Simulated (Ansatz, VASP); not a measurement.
Al in VASP and in Ansatz

Contents of INCAR:

```
SYSTEM = Al
  PREC = Accurate
  ENCUT = 520
  EDIFF = 1E-7
  ISMEAR = 0
  SIGMA = 0.15
  LREAL = .FALSE.
  LASPH = .TRUE.
  NELM = 60
  ALGO = Fast
  ISIF = 2
  LWAVE = .FALSE.
  LCHARG = .TRUE.
  GGA = PS
  LELF = .TRUE.
  LVHAR = .TRUE.
  NBANDS = 14
```

File KPOINTS:

```
Automatic mesh
0
G
  16 16 5
  0 0 0
```

File POSCAR:

```
Al
1.0
   -1.6063180831      1.6063180831     -1.6063180831
   -1.6063180831     -1.6063180831      1.6063180831
   -1.1244226582      5.6221132910      7.2284313742
Al
4
Direct
   -0.0875000000     -0.5250000000      0.8750000000
    0.4875000000      0.4250000000      0.1250000000
   -0.0375000000     -0.2250000000      0.3750000000
    0.4375000000      0.1250000000      0.6250000000
```

Input for Ansatz:

```yaml
crystal:
  lattice:
    - [-1.6063180831, 1.6063180831, -1.6063180831]
    - [-1.6063180831, -1.6063180831, 1.6063180831]
    - [-1.1244226582, 5.622113291, 7.2284313742]
  atoms:
    - { symbol: Al, position: [-0.0875, -0.525, 0.875] }
    - { symbol: Al, position: [0.4875, 0.425, 0.125] }
    - { symbol: Al, position: [-0.0375, -0.225, 0.375] }
    - { symbol: Al, position: [0.4375, 0.125, 0.625] }
basis:
  ecutwfc: 420
kpoints:
  mp_grid: { grid: [16, 16, 5] }
hamiltonian:
  xc: pbesol
  pseudopotentials: { kind: paw, azcp: { folder: soft_1 } }
scf:
  occupations: { method: gaussian, width: 0.15 }
output:
  forces: true
  stress: true
  eigenvalues: true
```

Alike in both runs: task single point; functional PBEsol; k mesh 16 × 16 × 5; occupations gaussian, width 0.15 eV; no spin polarisation.

```csv
,VASP,Ansatz
version,VASP 6.6.1,Ansatz 0.2.0
potentials or method,"VASP PAW PBE potentials, release 64 (Al), cutoff 520 eV","scalar-relativistic, plane waves, PAW"
valence electrons in the cell,12,12
```

Ansatz gave:

```
gap on the k mesh at the Fermi level (eV)                     : none
pressure (GPa)                                                : 0.9
traceless stress, the component that is largest in VASP (GPa) : 2.12
rms of the force components (eV/Å)                            : 0.206
```

Estimate VASP's values.

gap on the k mesh at the Fermi level (eV): none; pressure (GPa): 1.0; traceless stress, the component that is largest in VASP (GPa): 2.13; rms of the force components (eV/Å): 0.207.

VASP's potentials were made for PBE, not for PBEsol, and Ansatz warns of the same on its side. Atom by atom the forces differ by 0.002 eV/Å (rms over components). A gap of «none» marks a metal or a gap that the smearing closes.
